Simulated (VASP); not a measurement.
Wanted: the native input for a VASP 6.6.1 run.

```
Task                               : single point
Functional                         : HSE06
Potentials or basis                : VASP PAW PBE potentials, release 64 (Be, Te)
Cutoff                             : 520 eV
k mesh                             : 6 × 6 × 6
Occupations                        : gaussian, width 0.01 eV
Spin                               : no spin polarisation
Dipole correction                  : no
Grid for exact exchange (PRECFOCK) : Normal
Further INCAR settings             : ALGO = Normal; EDIFF = 1e-06; NBANDS = 11
Share of exact exchange            : 0.25
Screening parameter                : 0.2079 1/Å
```

Crystal: BeTe.

```
Be Te
1.0
     0.00000    2.91348    2.76233
     2.91348    0.00000    2.76233
     2.91348    2.91348    0.00000
Be Te
1 1
Direct
  0.00000 0.00000 0.00000
  0.25000 0.25000 0.25000
```

This cell differs from its parent crystal: epitaxial xy strain +3.0%.

These files were run (other wordings do the same):

POSCAR

```
BeTe
1.0
    0.0000000000      2.9134823310      2.7623335121
    2.9134823310      0.0000000000      2.7623335121
    2.9134823310      2.9134823310      0.0000000000
Be Te
1 1
Direct
    0.0000000000      0.0000000000      0.0000000000
    0.2500000000      0.2500000000      0.2500000000
```

INCAR.step1

```
SYSTEM = BeTe
ALGO = Normal
EDIFF = 1E-5
ENCUT = 520
GGA = PE
ISIF = 2
ISMEAR = 0
LASPH = .True.
LREAL = .False.
LWAVE = .True.
NBANDS = 11
NELM = 100
PREC = Accurate
SIGMA = 0.01
```

INCAR.step2

```
SYSTEM = BeTe
ALGO = Normal
EDIFF = 1E-6
ENCUT = 520
GGA = PE
HFSCREEN = 0.2079
ISIF = 2
ISMEAR = 0
ISTART = 1
LASPH = .True.
LCHARG = .True.
LELF = .True.
LHFCALC = .True.
LREAL = .False.
LVHAR = .True.
LWAVE = .False.
NBANDS = 11
NELM = 100
PREC = Accurate
PRECFOCK = Normal
SIGMA = 0.01
```

KPOINTS

```
k-points
0
Gamma
  6 6 6
  0 0 0
```

Potentials or basis: VASP PAW PBE potentials, release 64 (Be, Te).

Launch:

```sh
$ cat potpaw_PBE.64/Be/POTCAR potpaw_PBE.64/Te/POTCAR > POTCAR
$ cp INCAR.step1 INCAR
$ mpirun -np 1 vasp_std > vasp.out
$ cp INCAR.step2 INCAR
$ mpirun -np 1 vasp_std > vasp.out
```

Results of the run:

The pressure is -2.9 GPa. The band gap on the k mesh is 2.37 eV (least direct gap 4.04 eV).

Caveat: the cell differs from its parent crystal (epitaxial xy strain +3.0%); the PAW data sets were made with another functional, which shifts forces and pressure a little; spin-orbit coupling is left out, which moves the levels of the heavy elements.

Run time: 29 min on 1 thread of AMD EPYC 7R43 64-Core Processor (Zen 3), with other jobs on the host, peak memory 0.27 GiB.
